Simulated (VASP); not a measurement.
**Pt: single point with PBE**

Crystal: Pt.

```xyz
1
Lattice="0.0000 1.9609 1.9609 1.9609 0.0000 1.9609 1.9609 1.9609 0.0000" Properties=species:S:1:pos:R:3 pbc="T T T"
Pt    0.0000    0.0000    0.0000
```

* Program: VASP 6.6.1
* Task: single point
* Functional: PBE
* Potentials or basis: VASP PAW PBE potentials, release 64 (Pt)
* Cutoff: 520 eV
* k mesh: 7 × 7 × 7
* Occupations: fermi-dirac, width 0.05 eV
* Spin: no spin polarisation
* Dipole correction: no
* Further INCAR settings: ALGO = Normal; EDIFF = 1e-06; NBANDS = 11

The pressure is 11.2 GPa and the band gap on the k mesh is zero (band 5 reaches 11.58 eV, above the bottom of band 6 at 9.56 eV).

Levels at points of the mesh, in eV from the Fermi level:
```tsv
k point	band 2	band 3	band 4	band 5	band 6	band 7	band 8	band 9
(0.00, 0.00, 0.00)	-3.88	-3.88	-3.88	-1.72	-1.72	14.50	19.48	19.48
```

It took 4.4 s on 1 thread of Intel Xeon 8259CL, with other jobs on the host, peak memory 0.14 GiB.

Caveat: the k points lie up to 0.40 Å⁻¹ apart; spin-orbit coupling is left out, which moves the levels of the heavy elements.
